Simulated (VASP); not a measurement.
A run of VASP 6.6.1 is set up as follows.

File INCAR:

```
  PREC = Accurate
  ENCUT = 600
  EDIFF = 1E-6
  ISMEAR = -1
  SIGMA = 0.05
  LREAL = False
  LASPH = True
  NELM = 100
  ALGO = Normal
  ISIF = 3
  LWAVE = False
  LCHARG = False
  GGA = CA
  IBRION = 2
  NSW = 60
  EDIFFG = -0.01
```

The input KPOINTS:

```
Automatic mesh
0
Gamma
  10 10 2
```

File POSCAR:

```
MoS2
1.0
    3.1845414560      0.0000000000      0.0000000000
   -1.5922707280      2.7578938003      0.0000000000
    0.0000000000      0.0000000000     21.6705347200
Mo S
2 4
Direct
    0.3333333333      0.6666666667      0.8511602300
    0.6666666667      0.3333333333      0.1488397700
    0.6666666667      0.3333333333      0.7796253900
    0.3333333333      0.6666666667      0.0772510000
    0.6666666667      0.3333333333      0.9227490000
    0.3333333333      0.6666666667      0.2203746100
```

Potentials or basis: VASP PAW LDA potentials, release 64 (Mo_sv, S).

The run is started by

```console
$ cat potpaw_LDA.64/Mo_sv/POTCAR potpaw_LDA.64/S/POTCAR > POTCAR
$ mpirun -np 1 vasp_std > vasp.out
```

Problem. What does it give for the space group after relaxing (to 0.1 Å)?

Solution. P-3m1 (No. 164).

Problem. Estimate the relaxed cell.

Solution. a = 3.123 Å, b = 3.123 Å, c = 20.529 Å, α = 90.00°, β = 90.00°, γ = 120.00°.

Final structure:
```cif
data_structure
_symmetry_space_group_name_H-M 'P 1'
_symmetry_Int_Tables_number 1
_cell_length_a 3.1228
_cell_length_b 3.1228
_cell_length_c 20.5291
_cell_angle_alpha 90.000
_cell_angle_beta 90.000
_cell_angle_gamma 120.000
_cell_volume 173.38
loop_
_atom_site_label
_atom_site_type_symbol
_atom_site_fract_x
_atom_site_fract_y
_atom_site_fract_z
_atom_site_occupancy
Mo1 Mo 0.33333 0.66667 0.85306 1
Mo2 Mo 0.66667 0.33333 0.14694 1
S1 S 0.66667 0.33333 0.77745 1
S2 S 0.33333 0.66667 0.07118 1
S3 S 0.66667 0.33333 0.92882 1
S4 S 0.33333 0.66667 0.22255 1
```
